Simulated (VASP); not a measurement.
Input of a VASP 6.6.1 run:

INCAR

```
SYSTEM = HfSc2N2
ALGO = Normal
EDIFF = 1E-7
ENCUT = 520
GGA = PE
ISIF = 2
ISMEAR = 0
LASPH = .True.
LCHARG = .False.
LREAL = .False.
LWAVE = .False.
NBANDS = 29
NELM = 60
PREC = Accurate
SIGMA = 0.1
```

File KPOINTS:

```
k-points
0
Gamma
  6 6 4
  0 0 0
```

POSCAR

```
HfSc2N2
1.0
    4.1074972200      0.0000000000      0.0000000000
   -2.0537486100      3.5571969400      0.0000000000
    0.0000000000      0.0000000000      5.8709394100
Hf Sc N
1 2 2
Direct
    0.0000000000      0.0000000000      0.5000000000
    0.3333333300      0.6666666700      0.5000000000
    0.6666666700      0.3333333300      0.5000000000
    0.0000000000      0.0000000000      0.1859078100
    0.0000000000      0.0000000000      0.8140921900
```

Potentials or basis: VASP PAW PBE potentials, release 64 (Hf_pv, Sc_sv, N).

Launch:

```console
$ cat potpaw_PBE.64/Hf_pv/POTCAR potpaw_PBE.64/Sc_sv/POTCAR potpaw_PBE.64/N/POTCAR > POTCAR
$ mpirun -np 1 vasp_std > vasp.out
```

What does it give for the pressure?

46.8 GPa.

Estimate the largest force.

3.677 eV/Å.

What does it give for the band gap on the k mesh?

Zero (band 21 reaches 3.55 eV, above the bottom of band 22 at 2.52 eV).

Stress tensor (GPa, compression positive):
```
63.04  0.00  0.00
 0.00 63.04  0.00
 0.00  0.00 14.22
```

Caveat: spin-orbit coupling is left out, which moves the levels of the heavy elements; forces of over 1 eV/Å act on the atoms, so gaps and moduli don't describe the material at rest.
